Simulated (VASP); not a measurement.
# ZnS (R3m) in VASP: a series of runs

ZnS is run at these levels: LDA, LDA+U; tasks: single point.

Program: VASP 6.6.1. These are calculated values, not measurements. Logs are shortened: lines on timing, memory, paths and dates and some standing lists are left out, and cuts for length are marked.

## 1. The cell of the first run

Symmetry: R3m, No. 160, trigonal system. The conventional cell has a = 3.806 Å, b = 3.806 Å, c = 28.056 Å, α = 90.00°, β = 90.00°, γ = 120.00°. Zn (site symmetry 3m) has 4 S at 2.33 to 2.34 Å within 3.1 Å. Zn (site symmetry 3m) has 4 S at 2.33 Å within 3.1 Å. Zn (site symmetry 3m) has 4 S at 2.33 to 2.34 Å within 3.1 Å. S (site symmetry 3m) has 4 Zn at 2.33 to 2.34 Å within 3.1 Å. S (site symmetry 3m) has 4 Zn at 2.33 to 2.34 Å within 3.1 Å. S (site symmetry 3m) has 4 Zn at 2.33 Å within 3.1 Å.

## 2. Single point, LDA

File INCAR:

```
SYSTEM = ZnS
PREC     = Accurate       ! precision mode
ENCUT    = 520            ! plane-wave cutoff, eV
EDIFF    = 1E-6           ! SCF threshold, eV
ISMEAR   = 0              ! smearing method
SIGMA    = 0.01           ! smearing width, eV
LREAL    = .False.        ! projectors in reciprocal space
LASPH    = .True.         ! aspherical terms in the spheres
NELM     = 100            ! most SCF steps
ALGO     = Normal         ! electronic algorithm
ISIF     = 2              ! what is computed and relaxed
LWAVE    = .False.        ! write WAVECAR
LCHARG   = .False.        ! write CHGCAR
NBANDS   = 36             ! bands
```

File KPOINTS:

```
regular mesh
0
Gamma
  6 6 6
  0 0 0
```

File POSCAR:

```
ZnS
1.0
    1.9030712000      1.0987386700      9.3519478300
   -1.9030712000      1.0987386700      9.3519478300
    0.0000000000     -2.1974773400      9.3519478300
Zn S
3 3
Direct
    0.9999711404      0.9999711404      0.9999711404
    0.2222694100      0.2222694100      0.2222694100
    0.4446134401      0.4446134401      0.4446134401
    0.0832671700      0.0832671700      0.0832671700
    0.5278423001      0.5278423001      0.5278423001
    0.3053625400      0.3053625400      0.3053625400
```

Potentials or basis: VASP PAW LDA potentials, release 64 (Zn, S).

Run with:

```console
$ cat potpaw_LDA.64/Zn/POTCAR potpaw_LDA.64/S/POTCAR > POTCAR
$ mpirun -np 1 vasp_std > vasp.out
```

OUTCAR:

```text
SYSTEM = ZnS
   PREC = Accurate
   ENCUT = 520
   EDIFF = 1E-6
   ISMEAR = 0
   LREAL = .False.
   LASPH = .True.
   NELM = 100
   ISIF = 2

 ion  position               nearest neighbor table
   1  1.000  1.000  1.000-   6 2.33   6 2.33   6 2.33   4 2.34
   2  0.222  0.222  0.222-   6 2.33   5 2.33   5 2.33   5 2.33
   3  0.445  0.445  0.445-   4 2.33   4 2.33   4 2.33   5 2.34
   4  0.083  0.083  0.083-   3 2.33   3 2.33   3 2.33   1 2.34
   5  0.528  0.528  0.528-   2 2.33   2 2.33   2 2.33   3 2.34
   6  0.305  0.305  0.305-   2 2.33   1 2.33   1 2.33   1 2.33

  LATTYP: Found a trigonal (rhomboedric) cell.
 ALAT       =     9.6066557590
 COS(alpha) =     0.9215133826

  Lattice vectors:

 A1 = (   1.9030712000,   1.0987386700,   9.3519478300)
 A2 = (  -1.9030712000,   1.0987386700,   9.3519478300)
 A3 = (   0.0000000000,  -2.1974773400,   9.3519478300)

Analysis of symmetry for initial positions (statically):
=====================================================================
 Subroutine PRICEL returns:
 Original cell was already a primitive cell.

 Routine SETGRP: Setting up the symmetry group for a
 trigonal (rhombohedral) supercell.

 Subroutine GETGRP returns: Found  6 space group operations
 (whereof  6 operations were pure point group operations)
 out of a pool of 12 trial point group operations.

The static configuration has the point symmetry C_3v.

Analysis of symmetry for dynamics (positions and initial velocities):
=====================================================================
 Subroutine PRICEL returns:
 Original cell was already a primitive cell.

 Routine SETGRP: Setting up the symmetry group for a
 trigonal (rhombohedral) supercell.

 Subroutine GETGRP returns: Found  6 space group operations
 (whereof  6 operations were pure point group operations)
 out of a pool of 12 trial point group operations.

The dynamic configuration has the point symmetry C_3v.

 Subroutine INISYM returns: Found  6 space group operations
 (whereof  6 operations are pure point group operations),
 and found     1 'primitive' translations

----------------------------------------------------------------------------------------

                                     Primitive cell

  volume of cell :     117.3283

  direct lattice vectors                    reciprocal lattice vectors
     1.903071200  1.098738670  9.351947830     0.262733207  0.151689088  0.035643199
    -1.903071200  1.098738670  9.351947830    -0.262733207  0.151689088  0.035643199
     0.000000000 -2.197477340  9.351947830     0.000000000 -0.303378176  0.035643199

  length of vectors
     9.606655759  9.606655759  9.606655759     0.305464818  0.305464818  0.305464818

  position of ions in fractional coordinates (direct lattice)
     0.999971140  0.999971140  0.999971140
     0.222269410  0.222269410  0.222269410
     0.444613440  0.444613440  0.444613440
     0.083267170  0.083267170  0.083267170
     0.527842300  0.527842300  0.527842300
     0.305362540  0.305362540  0.305362540

  ion indices of the primitive-cell ions
   primitive index   ion index
                 1           1
                 2           2
                 3           3
                 4           4
                 5           5
                 6           6

----------------------------------------------------------------------------------------

 KPOINTS: regular mesh

Automatic generation of k-mesh.
 Grid dimensions read from file:
 generate k-points for:    6    6    6

 Generating k-lattice:

  Cartesian coordinates                     Fractional coordinates (reciprocal lattice)
     0.043788868  0.025281515  0.005940533     0.166666667  0.000000000  0.000000000
    -0.043788868  0.025281515  0.005940533     0.000000000  0.166666667  0.000000000
     0.000000000 -0.050563029  0.005940533     0.000000000  0.000000000  0.166666667

  Length of vectors
     0.050910803  0.050910803  0.050910803

  Shift w.r.t. Gamma in fractional coordinates (k-lattice)
     0.000000000  0.000000000  0.000000000

 Subroutine IBZKPT returns following result:
 ===========================================

 Found     32 irreducible k-points:

 Following reciprocal coordinates:
            Coordinates               Weight
  0.000000  0.000000  0.000000      1.000000
  0.166667  0.000000  0.000000      6.000000
  0.333333  0.000000  0.000000      6.000000
  0.500000 -0.000000  0.000000      3.000000
  0.166667  0.166667  0.000000      6.000000
  0.333333  0.166667  0.000000     12.000000
[... 16 lines left out ...]
  0.500000  0.500000  0.166667      6.000000
 -0.333333  0.500000  0.166667     12.000000
 [... further k-points ...]
   k-points           NKPTS =     32   k-points in BZ     NKDIM =     32   number of bands    NBANDS=     36
   number of dos      NEDOS =    301   number of ions     NIONS =      6
   total plane-waves  NPLWV = 373248
   dimension x,y,z NGX =    72 NGY =   72 NGZ =   72
   dimension x,y,z NGXF=   144 NGYF=  144 NGZF=  144
   ions per type =               3   3
   NGX,Y,Z   is equivalent  to a cutoff of  12.46, 12.46, 12.46 a.u.
   NGXF,Y,Z  is equivalent  to a cutoff of  24.92, 24.92, 24.92 a.u.
 SYSTEM =  ZnS
   PREC   = accura    normal or accurate (medium, high low for compatibility)
   ISTART =      0    job   : 0-new  1-cont  2-samecut
   ICHARG =      2    charge: 1-file 2-atom 10-const
   ISPIN  =      1    spin polarized calculation?
   LNONCOLLINEAR =      F non collinear calculations
   LSORBIT =      F    spin-orbit coupling
   LASPH  =      T    aspherical Exc in radial PAW
   ENCUT  =  520.0 eV  38.22 Ry    6.18 a.u.  17.86 17.86 17.86*2*pi/ulx,y,z
   NELM   =    100;   NELMIN=  2; NELMDL= -5     # of ELM steps
   EDIFF  = 0.1E-05   stopping-criterion for ELM
   LREAL  =      F    real-space projection
[... 7 lines left out ...]
   TEBEG  =    0.0;   TEEND  =   0.0 temperature during run
   PSTRESS=    0.0 pullay stress
   NELECT =      54.0000    total number of electrons
   NUPDOWN=      -1.0000    fix difference up-down
   EMIN   =  10.00;   EMAX   =-10.00  energy-range for DOS
   EFERMI =   0.00;   METHOD = LEGACY
   ISMEAR =     0;   SIGMA  =   0.01  broadening in eV -4-tet -1-fermi 0-gaus
   EFERMI_NEDOS =   21; number of points for ismear=-14 and -15
   IALGO  =     38    algorithm
   IMIX   =      4    mixing-type and parameters
     AMIX     =   0.40;   BMIX     =  1.00
     AMIX_MAG =   1.60;   BMIX_MAG =  1.00
  volume/ion in A,a.u.               =      19.55       131.96
  Fermi-wavevector in a.u.,A,eV,Ry     =   1.263975  2.388566 21.737115  1.597633
  Thomas-Fermi vector in A             =   2.397304
   LORBIT       =      0    0 simple, 1 ext, 2 COOP (PROOUT), +10 PAW based schemes
   GGA     = CA    functional components
   LHFCALC =     F    Hartree Fock is set to
   AEXX    =    0.0000 exact exchange contribution
   IVDW    =     0    specifies the selected vdW correction
   LEPSILON=     F    determine dielectric tensor
   LRPA    =     F    only Hartree local field effects (RPA)
 non-spin polarized calculation
 Gauss-broadening in eV      SIGMA  =   0.01
  energy-cutoff  :      520.00
  volume of cell :      117.33
 maximum number of plane-waves:      3183
   NGX = 35   NGY = 35   NGZ = 35

 number of electron      53.9999979 magnetization

 Free energy of the ion-electron system (eV)
  ---------------------------------------------------
  ext. energy  EPLUGINS =         0.00000000
  ---------------------------------------------------
  free energy    TOTEN  =       -24.54048952 eV

  energy without entropy =      -24.54048952  energy(sigma->0) =      -24.54048952

 E-fermi :   2.1024     XC(G=0): -10.0752

 val. band max:        2.0236982239   @ k =   0.0000   0.0000   0.0000
 cond. band min:       3.9937985924   @ k =   0.0000   0.0000   0.0000
 fundamental gap:      1.9701003686
 Fermi energy:         2.1023607225

 k-point     1 :       0.0000    0.0000    0.0000
  band No.  band energies     occupation
      1     -11.1656      2.00000
      2     -10.4780      2.00000
      3     -10.4681      2.00000
      4      -4.5172      2.00000
      5      -4.5071      2.00000
      6      -4.5071      2.00000
[... 28 lines left out ...]
     35       8.8078      0.00000
     36       9.2344      0.00000

 k-point     2 :       0.1667    0.0000    0.0000
  band No.  band energies     occupation
      1     -10.9743      2.00000
      2     -10.3885      2.00000
      3     -10.2953      2.00000
      4      -4.5198      2.00000
      5      -4.4871      2.00000
      6      -4.4726      2.00000
[... 28 lines left out ...]
     35       8.8533      0.00000
     36       9.5569      0.00000

 k-point     3 :       0.3333    0.0000    0.0000
  band No.  band energies     occupation
      1     -10.5165      2.00000
      2     -10.1229      2.00000
      3     -10.0211      2.00000
      4      -4.5244      2.00000
      5      -4.4793      2.00000
      6      -4.4237      2.00000
[... 28 lines left out ...]
     35       9.7185      0.00000
     36      10.2760      0.00000

 k-point     4 :       0.5000   -0.0000    0.0000
  band No.  band energies     occupation
      1     -10.2035      2.00000
      2      -9.9558      2.00000
      3      -9.9463      2.00000
      4      -4.5216      2.00000
      5      -4.4658      2.00000
      6      -4.4010      2.00000
[... 28 lines left out ...]
     35      10.1796      0.00000
     36      10.8926      0.00000

 k-point     5 :       0.1667    0.1667    0.0000
  band No.  band energies     occupation
      1     -10.9662      2.00000
      2     -10.4420      2.00000
      3     -10.2494      2.00000
      4      -4.5236      2.00000
      5      -4.4807      2.00000
      6      -4.4707      2.00000
[... 655 lines left out ...]
 k-point    22 :      -0.1667    0.3333    0.1667
  band No.  band energies     occupation
      1     -10.2111      2.00000
      2     -10.0042      2.00000
      3      -9.9034      2.00000
      4      -4.4749      2.00000
      5      -4.4158      2.00000
      6      -4.3880      2.00000
[... 28 lines left out ...]
     35       9.4834      0.00000
     36      10.1352      0.00000

 k-point    23 :       0.5000    0.5000    0.1667
  band No.  band energies     occupation
      1     -10.4218      2.00000
      2     -10.3242      2.00000
      3      -9.9145      2.00000
      4      -4.5386      2.00000
      5      -4.4767      2.00000
      6      -4.4230      2.00000
[... 28 lines left out ...]
     35       9.7712      0.00000
     36       9.8279      0.00000

 k-point    24 :      -0.3333    0.5000    0.1667
  band No.  band energies     occupation
      1     -10.1325      2.00000
      2     -10.1244      2.00000
      3      -9.8632      2.00000
      4      -4.4770      2.00000
      5      -4.4175      2.00000
      6      -4.3920      2.00000
[... 28 lines left out ...]
     35       9.4671      0.00000
     36      10.5758      0.00000

 [... further k-points ...]
[... 5 lines left out ...]
  --------------------------------------------------------------------------------------
  -------------------------------------------------------------------------------------
  Total       -2.7302117     -2.7302117     -2.7218726      0.0000000      0.0000000     -0.0000000
  in kB      -37.2824234    -37.2824234    -37.1685484      0.0000000      0.0000000     -0.0000000
  external PRESSURE =     -37.2444651 kB  Pullay stress =       0.0000000 kB

 VOLUME and BASIS-vectors are now :
 -----------------------------------------------------------------------------
  energy-cutoff  :      520.00
  volume of cell :      117.33
      direct lattice vectors                 reciprocal lattice vectors
     1.903071200  1.098738670  9.351947830     0.262733207  0.151689088  0.035643199
    -1.903071200  1.098738670  9.351947830    -0.262733207  0.151689088  0.035643199
     0.000000000 -2.197477340  9.351947830     0.000000000 -0.303378176  0.035643199

 POSITION                                       TOTAL-FORCE (eV/Angst)
 -----------------------------------------------------------------------------------
      0.00000      0.00000     28.05503         0.000000     -0.000000     -0.004817
      0.00000      0.00000      6.23596         0.000000     -0.000000      0.001961
      0.00000      0.00000     12.47401         0.000000      0.000000     -0.013933
      0.00000      0.00000      2.33613         0.000000      0.000000      0.007025
      0.00000      0.00000     14.80906         0.000000      0.000000      0.002337
      0.00000      0.00000      8.56720         0.000000      0.000000      0.007428
 -----------------------------------------------------------------------------------
    total drift:                               -0.000000      0.000000      0.000713

  FREE ENERGIE OF THE ION-ELECTRON SYSTEM (eV)
  ---------------------------------------------------
  free  energy   TOTEN  =       -24.5404895184 eV

  energy  without entropy=      -24.5404895184  energy(sigma->0) =      -24.54048952
```

Run time: 19 min. Hardware: 1 thread of Intel Xeon 8259CL, shared host; peak memory 0.52 GiB.

Results:

```yaml
Free_energy: -24.5405 eV
Pressure: -3.7 GPa
Largest_force: 0.014 eV/Å
Band_gap_on_the_k_mesh: 1.97 eV
```

Forces on the atoms (eV/Å):
```
Zn   0.000  0.000 -0.005
Zn   0.000  0.000  0.002
Zn   0.000  0.000 -0.014
S    0.000  0.000  0.007
S    0.000  0.000  0.002
S    0.000  0.000  0.007
```

Levels at points of the mesh, in eV from the valence-band top:
```csv
k point,band 24,band 25,band 26,band 27,band 28,band 29,band 30,band 31
"(0.00, 0.00, 0.00)",-0.70,-0.06,0.00,0.00,1.97,3.13,3.28,6.18
"(0.50, 0.00, 0.00)",-1.98,-1.97,-1.33,-0.90,3.13,3.70,3.87,4.72
"(0.50, 0.50, 0.00)",-1.93,-1.30,-1.29,-1.29,3.13,3.45,4.09,4.79
"(0.50, 0.50, 0.50)",-0.26,-0.26,-0.24,-0.24,2.98,3.11,3.25,6.10
```

Caveat: the cell stands under tension. A k mesh can miss the band edges.

[end of part 1 of 2]
